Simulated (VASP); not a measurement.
## AlN: single point with PBE

Crystal: AlN.

```xyz
4
Lattice="3.1067 0.0777 0.0000 -1.4861 2.6516 0.0000 0.0000 0.0000 4.9786" Properties=species:S:1:pos:R:3 pbc="T T T"
Al    0.0369    1.7937   -0.0165
Al    1.5837    0.9357    2.4728
N     0.0199    1.7949    1.8835
N     1.6007    0.9344    4.3728
```

This cell differs from its parent crystal: shear xy strain +5.0%.

```
Program             : VASP 6.6.1
Task                : single point
Functional          : PBE
Potentials or basis : VASP PAW PBE potentials, release 64 (Al, N)
Cutoff              : 520 eV
k mesh              : 12 × 12 × 6
Occupations         : fermi-dirac, width 0.02 eV
Spin                : no spin polarisation
```

* Pressure: 4.4 GPa
* Largest force: 0.030 eV/Å
* Band gap on the k mesh: 4.22 eV, direct

Forces in eV/Å, atoms in the order of the input:
```
Al  -0.022  0.000 -0.006
Al   0.022  0.000 -0.006
N   -0.029  0.001  0.006
N    0.029 -0.001  0.006
```

Stress tensor (GPa, compression positive):
```
 4.08 -6.34  0.00
-6.34  5.01  0.00
 0.00  0.00  4.09
```

Levels at points of the mesh, in eV from the valence-band top:
```tsv
k point	band 5	band 6	band 7	band 8	band 9	band 10	band 11	band 12
(0.00, 0.00, 0.00)	-0.62	-0.36	-0.03	0.00	4.22	6.62	10.54	10.84
(0.50, 0.00, 0.00)	-3.44	-1.89	-1.73	-0.42	5.99	6.22	8.50	10.17
(0.00, 0.50, 0.00)	-3.34	-2.08	-1.77	-0.68	5.82	5.84	8.23	10.22
(0.50, 0.50, 0.00)	-3.25	-2.41	-1.66	-0.94	5.47	5.62	7.92	10.30
(0.00, 0.00, 0.50)	-0.73	-0.73	-0.34	-0.34	6.47	6.47	10.24	10.24
(0.50, 0.00, 0.50)	-1.37	-1.37	-1.14	-1.14	5.38	5.38	9.50	9.50
(0.00, 0.50, 0.50)	-1.47	-1.47	-1.34	-1.34	5.31	5.31	9.29	9.29
(0.50, 0.50, 0.50)	-1.76	-1.76	-1.36	-1.36	5.24	5.24	9.12	9.12
```

Wall time 110 s on 1 thread of Intel(R) Xeon(R) Platinum 8259CL CPU @ 2.50GHz (Skylake/Cascade Lake), on a shared host, peak memory 0.28 GiB.

Caveat: the cell differs from its parent crystal (shear xy strain +5.0%). A k mesh can miss the band edges.
